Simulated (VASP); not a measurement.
Input of a VASP 6.6.1 run:

INCAR

```
SYSTEM = Pt
PREC     = Accurate       ! precision mode
ENCUT    = 520            ! plane-wave cutoff, eV
EDIFF    = 1E-6           ! SCF threshold, eV
ISMEAR   = 0              ! smearing method
SIGMA    = 0.15           ! smearing width, eV
LREAL    = .False.        ! projectors in reciprocal space
LASPH    = .True.         ! aspherical terms in the spheres
NELM     = 100            ! most SCF steps
ALGO     = Fast           ! electronic algorithm
ISIF     = 2              ! what is computed and relaxed
LWAVE    = .False.        ! write WAVECAR
LCHARG   = .False.        ! write CHGCAR
GGA      = PE             ! functional
NBANDS   = 39             ! bands
```

The input KPOINTS:

```
regular mesh
0
Gamma
  14 14 5
  0 0 0
```

POSCAR

```
Pt
1.0
   -3.1627959429      0.0000000000      0.0000000000
    0.0000000000     -3.1627959429      0.0000000000
    0.0000000000      0.0000000000     10.4883878288
Pt
6
Direct
    0.5000000000      0.5000000000      0.0753729609
    0.0000000000      0.0000000000      0.8292533462
    0.5000000000      0.5000000000      0.3769251150
    0.0000000000      0.0000000000      0.2261490380
    0.5000000000      0.5000000000      0.6784772691
    0.0000000000      0.0000000000      0.5277011921
```

Potentials or basis: VASP PAW PBE potentials, release 64 (Pt).

The run is started by

```sh
$ cat potpaw_PBE.64/Pt/POTCAR > POTCAR
$ mpirun -np 1 vasp_std > vasp.out
```

Problem. Estimate the largest force.

Solution. 0.990 eV/Å.

Problem. What does it give for the band gap on the k mesh?

Solution. Zero (bands 30 and 31 overlap by 0.83 eV).

Forces in eV/Å, atoms in the order of the input:
```
Pt   0.000  0.000 -0.990
Pt   0.000  0.000  0.990
Pt   0.000  0.000 -0.099
Pt   0.000  0.000 -0.377
Pt   0.000  0.000  0.377
Pt   0.000  0.000  0.099
```

Caveat: the cell stands under tension; spin-orbit coupling is left out, which moves the levels of the heavy elements.
